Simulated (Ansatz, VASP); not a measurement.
# LaTl3 in VASP and in Ansatz

```
CELL_PARAMETERS angstrom
4.79900 0.04799 0.04799
0.04799 4.79900 0.04799
0.04799 0.04799 4.79900
ATOMIC_POSITIONS crystal
La 0.00000 0.00000 0.00000
Tl 0.00000 0.50000 0.50000
Tl 0.50000 0.00000 0.50000
Tl 0.50000 0.50000 0.00000
```

Change from the starting cell: equal xy, yz and zx shear strains of +2 %, crystal datasets.

Alike in both runs: task electric field gradients; functional PBEsol; k mesh 8 × 8 × 8; occupations fermi-dirac, width 0.05 eV; no spin polarisation.

|  | VASP | Ansatz |
| --- | --- | --- |
| version | VASP 6.6.1 | Ansatz 0.2.0 |
| potentials or method | VASP PAW PBE potentials, release 64 (La, Tl_d), cutoff 400 eV | all-electron PAW with datasets made for the crystal, scalar-relativistic |

Ansatz gave:

| Property | Result |
| --- | --- |
| pressure (GPa) | -0.1 |
| traceless stress, the component that is largest in VASP (GPa) | -0.66 |
| size of Vzz on the site where it differs most (V/Å²) | 255.4 |

What did VASP give for the same quantities?

Pressure (GPa): -0.2; traceless stress, the component that is largest in VASP (GPa): -0.66; size of Vzz on the site where it differs most (V/Å²): 262.9.

VASP's potentials were made for PBE, not for PBEsol. Ansatz ran all-electron here, and VASP with PAW potentials.

Neither program's run includes spin-orbit coupling.
